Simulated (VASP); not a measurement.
Here is a VASP 6.6.1 calculation.

Contents of INCAR:

```
SYSTEM = SnTe3
PREC = Accurate
ENCUT = 520
EDIFF = 1E-6
ISMEAR = 0
SIGMA = 0.1
LREAL = .FALSE.
LASPH = .TRUE.
NELM = 60
ALGO = Normal
ISIF = 2
LWAVE = .FALSE.
LCHARG = .FALSE.
GGA = PE
NBANDS = 24
```

The input KPOINTS:

```
regular mesh
0
G
  4 4 4
  0 0 0
```

The input POSCAR:

```
SnTe3
1.0
   -3.2245099100      3.2245099100      3.2245099100
    3.2245099100     -3.2245099100      3.2245099100
    3.2245099100      3.2245099100     -3.2245099100
Sn Te
1 3
Direct
    0.0000000000      0.0000000000      0.0000000000
    0.0000000000      0.5000000000      0.5000000000
    0.5000000000      0.0000000000      0.5000000000
    0.5000000000      0.5000000000      0.0000000000
```

Potentials or basis: VASP PAW PBE potentials, release 64 (Sn_d, Te).

Command:

```bash
$ cat potpaw_PBE.64/Sn_d/POTCAR potpaw_PBE.64/Te/POTCAR > POTCAR
$ mpirun -np 1 vasp_std > vasp.out
```

Q: What does it give for the pressure?

A: -0.2 GPa.

Q: What does it give for the band gap on the k mesh?

A: Zero (bands 16 and 17 overlap by 4.11 eV).

Caveat: spin-orbit coupling is left out, which moves the levels of the heavy elements.
